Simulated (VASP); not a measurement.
The system is Ga4SbN3.

```
N Ga Sb
1.0
     4.64553    0.00000    0.00000
     0.00000    4.64553    0.00000
     0.00000    0.00000    4.64553
N Ga Sb
3 4 1
Cartesian
  2.3228 0.0000 0.0000
  0.0000 2.3228 0.0000
  0.0000 0.0000 2.3228
  1.1614 3.4842 3.4842
  3.4842 1.1614 3.4842
  3.4842 3.4842 1.1614
  1.1614 1.1614 1.1614
  2.3228 2.3228 2.3228
```

| Property | Result |
| --- | --- |
| Program | VASP 6.6.1 |
| Task | relaxation of cell and atoms |
| Functional | PBE |
| Potentials or basis | VASP PAW PBE potentials, release 64 (N, Ga_d, Sb) |
| Cutoff | 600 eV |
| k mesh | 6 × 6 × 6 |
| Occupations | fermi-dirac, width 0.02 eV |
| Spin | no spin polarisation |

At the start: pressure 60.0 GPa; volume 12.53 Å³/atom.

Task: How do energy, volume and symmetry change on relaxing?

Result: Over 15 steps the energy falls by 1143.6 meV/atom and the volume is 15.61 Å³/atom (+24.6 %); space group P-43m (No. 215, to 0.1 Å) before and after.

Step by step:
| step | energy change (eV) | largest force (eV/Å) | pressure (GPa) | volume (Å³) |
| --- | --- | --- | --- | --- |
| 1 | 0.0000 | 13.4643 | 59.97 | 100.26 |
| 2 | -2.3883 | 2.2940 | -15.28 | 184.87 |
| 3 | -8.7908 | 1.0482 | -5.52 | 131.60 |
| 4 | -8.9751 | 1.0126 | -3.67 | 128.62 |
| 5 | -8.9545 | 0.7203 | 7.60 | 118.07 |
| 6 | -9.1319 | 0.4019 | 0.86 | 123.80 |
| 7 | -9.1349 | 0.2685 | 1.29 | 123.17 |
| 8 | -9.1336 | 0.1605 | 1.82 | 122.68 |
| 9 | -9.1486 | 0.0552 | -0.27 | 124.78 |
| 10 | -9.1485 | 0.0318 | 0.34 | 124.53 |
| 11 | -9.1486 | 0.0400 | 0.20 | 124.61 |
| 12 | -9.1486 | 0.0435 | 0.20 | 124.65 |
| 13 | -9.1486 | 0.0495 | 0.14 | 124.71 |
| 14 | -9.1489 | 0.0054 | -0.04 | 124.90 |
| 15 | -9.1489 | 0.0013 | 0.02 | 124.88 |

Final structure:
```xyz
8
Lattice="4.9983 0.0000 0.0000 0.0000 4.9983 0.0000 0.0000 0.0000 4.9983" Properties=species:S:1:pos:R:3 pbc="T T T"
N     2.4992    4.9983    0.0000
N     0.0000    2.4992    0.0000
N     0.0000    4.9983    2.4992
Ga    1.0830    3.9154    3.9154
Ga    3.9154    1.0830    3.9154
Ga    3.9154    3.9154    1.0830
Ga    1.0830    1.0830    1.0830
Sb    2.4992    2.4992    2.4992
```

Caveat: the volume moved by over 15 % at a fixed basis, so the end points are rough.
